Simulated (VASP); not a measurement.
Wanted: the native input for a VASP 6.6.1 run.

```
Task                   : single point
Functional             : PBE
Potentials or basis    : VASP PAW PBE potentials, release 64 (Co, H)
Cutoff                 : 520 eV
k mesh                 : 5 × 5 × 3
Occupations            : gaussian, width 0.15 eV
Spin                   : collinear spin, ferromagnetic start
Starting moments       : [3.0, 0.0, 0.0, 0.0] μB
Dipole correction      : no
Further INCAR settings : ALGO = Normal; EDIFF = 1e-07; NBANDS = 18
```

The structure of CoH3 lies in POSCAR:

```
CoH3
1.0
    1.7437733190     -1.7432500851      0.0000000000
    1.7437733190      1.7432500851      0.0000000000
    0.0000000000      0.0000000000      5.6747713653
Co H
1 3
Direct
    0.0000000000      0.0000000000      0.5000000000
    0.1078867131      0.8921132869      0.0000000000
    0.8921132869      0.1078867131      0.0000000000
    0.5000000000      0.5000000000      0.5000000000
```

These files were run (other wordings do the same):

INCAR

```
PREC = Accurate
ENCUT = 520
EDIFF = 1E-7
ISMEAR = 0
SIGMA = 0.15
LREAL = False
LASPH = True
NELM = 150
ALGO = Normal
ISIF = 2
LWAVE = False
LCHARG = False
ISPIN = 2
MAGMOM = 3 0 0 0
LORBIT = 11
LMAXMIX = 4
GGA = PE
NBANDS = 18
```

KPOINTS

```
Automatic mesh
0
Gamma
  5 5 3
```

Potentials or basis: VASP PAW PBE potentials, release 64 (Co, H).

The run is started by

```console
$ cat potpaw_PBE.64/Co/POTCAR potpaw_PBE.64/H/POTCAR > POTCAR
$ mpirun -np 1 vasp_std > vasp.out
```

Results of the run:

The pressure is 0.2 GPa and the largest force is 0.006 eV/Å. The net moment is 1.71 μB per cell and the site moments are Co +1.70; H +0.00, -0.01 μB. The valence electrons inside the program's atomic spheres are Co 8.16; H 0.64, 0.58.

Caveat: the k points lie up to 0.51 Å⁻¹ apart.

Run time: 19 s on 1 thread of Intel(R) Xeon(R) Platinum 8488C (Sapphire Rapids) (shared host), peak memory 0.15 GiB.
